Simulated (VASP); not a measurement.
Set up this calculation in VASP 6.6.1, as the native input.

* Task: single point
* Functional: PBEsol
* Potentials or basis: VASP PAW PBE potentials, release 64 (Al, Co)
* Cutoff: 520 eV
* k mesh: 12 × 12 × 12
* Occupations: gaussian, width 0.1 eV
* Spin: collinear spin, ferromagnetic start
* Starting moments: [0.0, 1.48, 1.48, 1.48] μB
* Dipole correction: no
* Further INCAR settings: ALGO = Normal; EDIFF = 1e-06; NBANDS = 27

The structure of AlCo3 lies in POSCAR:

```
AlCo3
1.0
    3.5749480000      0.0000000000      0.0000000000
    0.0000000000      3.5749480000      0.0000000000
    0.0000000000      0.0000000000      3.5749480000
Al Co
1 3
Direct
    0.0000000000      0.0000000000      0.0000000000
    0.5000000000      0.5000000000      0.0000000000
    0.5000000000      0.0000000000      0.5000000000
    0.0000000000      0.5000000000      0.5000000000
```

One way to write it, as run:

INCAR

```
SYSTEM = AlCo3
PREC = Accurate
ENCUT = 520
EDIFF = 1E-6
ISMEAR = 0
SIGMA = 0.1
LREAL = .FALSE.
LASPH = .TRUE.
NELM = 150
ALGO = Normal
ISIF = 2
LWAVE = .FALSE.
LCHARG = .FALSE.
ISPIN = 2
MAGMOM = 0 1.48 1.48 1.48
LORBIT = 11
LMAXMIX = 4
GGA = PS
NBANDS = 27
```

KPOINTS

```
Automatic mesh
0
G
  12 12 12
  0 0 0
```

Potentials or basis: VASP PAW PBE potentials, release 64 (Al, Co).

Run with:

```bash
$ cat potpaw_PBE.64/Al/POTCAR potpaw_PBE.64/Co/POTCAR > POTCAR
$ mpirun -np 1 vasp_std > vasp.out
```

It gave:

| Item | Value |
| --- | --- |
| Pressure | -7.6 GPa |
| Net moment | 3.85 μB per cell |
| Site moments | Al -0.04; Co +1.32 μB |
| Valence electrons inside the program's atomic spheres | Al 0.82; Co 8.30 |

Caveat: the cell stands under tension; the PAW data sets were made with another functional, which shifts forces and pressure a little.

It took 98 s on 1 thread of Intel(R) Xeon(R) 6975P-C (Granite Rapids), on a shared host, peak memory 0.27 GiB.
